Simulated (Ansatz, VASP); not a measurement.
**One calculation of HC20, two programs**

File INCAR:

```
SYSTEM = HC20
  ALGO = Fast
  DIPOL = 0.5 0.5 0.305
  EDIFF = 1E-7
  ENCUT = 520
  GGA = PE
  IDIPOL = 3
  ISIF = 2
  ISMEAR = 0
  IVDW = 12
  LASPH = .True.
  LCHARG = .False.
  LDIPOL = .True.
  LREAL = Auto
  LWAVE = .False.
  NBANDS = 56
  NELM = 100
  PREC = Accurate
  SIGMA = 0.1
```

File KPOINTS:

```
k-points
0
Gamma
  6 4 1
  0 0 0
```

POSCAR

```
HC20
1.0
    4.9292027291      0.0000000000      0.0000000000
    0.0000000000      6.8054113579      0.0000000000
    0.0000000000      0.0000000000     22.2346643469
C H
20 1
Direct
    0.3122885183      0.2500141188      0.1798992752
    0.8122885183      0.2500141188      0.1798992752
    0.0622635010      0.2500141188      0.2119095571
    0.5622635010      0.2500141188      0.2119095571
    0.1871989222      0.7499858812      0.2279080302
    0.6871989222      0.7499858812      0.2279080302
    0.4371739048      0.7499858812      0.2599183120
    0.9371739048      0.7499858812      0.2599183120
    0.0621093260      0.2500141188      0.2759167852
    0.5621093260      0.2500141188      0.2759167852
    0.3120409925      0.2500133946      0.3071026518
    0.8120409925      0.2500133946      0.3071026518
    0.4371093881      0.7499905632      0.3309339292
    0.9371093881      0.7499905632      0.3309339292
    0.1866551682      0.7499900467      0.3565506911
    0.6866551682      0.7499900467      0.3565506911
    0.3119519864      0.2500147752      0.3740490919
    0.8119519864      0.2500147752      0.3740490919
    0.0621664184      0.2500173699      0.4018349100
    0.5621664184      0.2500173699      0.4018349100
    0.1454997517      0.2500173699      0.5502518120
```

Input for Ansatz:

```yaml
crystal:
  lattice:
    - [4.9292027291, 0.0, 0.0]
    - [0.0, 6.8054113579, 0.0]
    - [0.0, 0.0, 22.2346643469]
  atoms:
    - { symbol: C, position: [0.3122885183, 0.2500141188, 0.1798992752] }
    - { symbol: C, position: [0.8122885183, 0.2500141188, 0.1798992752] }
    - { symbol: C, position: [0.062263501, 0.2500141188, 0.2119095571] }
    - { symbol: C, position: [0.562263501, 0.2500141188, 0.2119095571] }
    - { symbol: C, position: [0.1871989222, 0.7499858812, 0.2279080302] }
    - { symbol: C, position: [0.6871989222, 0.7499858812, 0.2279080302] }
    - { symbol: C, position: [0.4371739048, 0.7499858812, 0.259918312] }
    - { symbol: C, position: [0.9371739048, 0.7499858812, 0.259918312] }
    - { symbol: C, position: [0.062109326, 0.2500141188, 0.2759167852] }
    - { symbol: C, position: [0.562109326, 0.2500141188, 0.2759167852] }
    - { symbol: C, position: [0.3120409925, 0.2500133946, 0.3071026518] }
    - { symbol: C, position: [0.8120409925, 0.2500133946, 0.3071026518] }
    - { symbol: C, position: [0.4371093881, 0.7499905632, 0.3309339292] }
    - { symbol: C, position: [0.9371093881, 0.7499905632, 0.3309339292] }
    - { symbol: C, position: [0.1866551682, 0.7499900467, 0.3565506911] }
    - { symbol: C, position: [0.6866551682, 0.7499900467, 0.3565506911] }
    - { symbol: C, position: [0.3119519864, 0.2500147752, 0.3740490919] }
    - { symbol: C, position: [0.8119519864, 0.2500147752, 0.3740490919] }
    - { symbol: C, position: [0.0621664184, 0.2500173699, 0.40183491] }
    - { symbol: C, position: [0.5621664184, 0.2500173699, 0.40183491] }
    - { symbol: H, position: [0.1454997517, 0.2500173699, 0.550251812] }
basis:
  ecutwfc: 420
kpoints:
  mp_grid: { grid: [6, 4, 1] }
hamiltonian:
  xc: pbe
  pseudopotentials: { kind: paw, azcp: { folder: soft_1 } }
  dispersion: d3bj
scf:
  occupations: { method: gaussian, width: 0.1 }
output:
  forces: true
  eigenvalues: true
efield:
  axis: 3
  dipole_correction: true
  ramp_width: 0.04
```

Alike in both runs: task single point; functional PBE; dispersion D3(BJ); k mesh 6 × 4 × 1; occupations gaussian, width 0.1 eV; no spin polarisation.

|  | VASP | Ansatz |
| --- | --- | --- |
| version | VASP 6.6.1 | Ansatz 0.2.0 |
| potentials or method | VASP PAW PBE potentials, release 64 (C, H), cutoff 520 eV | scalar-relativistic, plane waves, PAW |
| valence electrons in the cell | 81 | 81 |

```csv
,VASP,Ansatz,Ansatz less VASP
gap on the k mesh at the Fermi level (eV),none,none,-
rms of the force components (eV/Å),1.108,1.115,+0.0074
```

Atom by atom the forces differ by 0.013 eV/Å (rms over components). A gap of «none» marks a metal or a gap that the smearing closes. Ansatz's warnings: vacuum below fermi.
